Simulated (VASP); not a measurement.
Ni:

```
Ni
1.0
     4.41270    0.00000    0.00000
     0.00000    4.41270    0.00000
     0.00000    0.00000    4.41270
Ni
8
Direct
  0.50000 0.50000 0.50000
  0.00000 0.00000 0.00000
  0.25000 0.00000 0.50000
  0.50000 0.25000 0.00000
  0.50000 0.75000 0.00000
  0.75000 0.00000 0.50000
  0.00000 0.50000 0.75000
  0.00000 0.50000 0.25000
```

| Quantity | Value |
| --- | --- |
| Program | VASP 6.6.1 |
| Task | relaxation of cell and atoms |
| Functional | PBE |
| Potentials or basis | VASP PAW PBE potentials, release 64 (Ni) |
| Cutoff | 600 eV |
| k mesh | 4 × 4 × 4 |
| Occupations | gaussian, width 0.1 eV |
| Spin | collinear spin, ferromagnetic start |
| Starting moments | [0.68, 0.68, 0.68, 0.68, 0.68, 0.68, 0.68, 0.68] μB |

At the start: pressure 7.6 GPa; volume 10.74 Å³/atom.

How do energy, volume and symmetry change on relaxing?

Over 3 steps the energy falls by 9.3 meV/atom and the volume is 11.15 Å³/atom (+3.8 %); space group Pm-3n (No. 223, to 0.05 Å); moment 4.76 μB per cell.

Step by step:
```tsv
step	energy change (eV)	largest force (eV/Å)	pressure (GPa)	volume (Å³)
1	0.0000	0.0000	7.60	85.92
2	-0.0134	0.0000	-5.91	92.42
3	-0.0748	0.0000	0.01	89.22
```

Final structure:
```
Ni
1.0
     4.46849    0.00000    0.00000
     0.00000    4.46849    0.00000
     0.00000    0.00000    4.46849
Ni
8
Direct
  0.50000 0.50000 0.50000
  0.00000 0.00000 0.00000
  0.25000 0.00000 0.50000
  0.50000 0.25000 0.00000
  0.50000 0.75000 0.00000
  0.75000 0.00000 0.50000
  0.00000 0.50000 0.75000
  0.00000 0.50000 0.25000
```
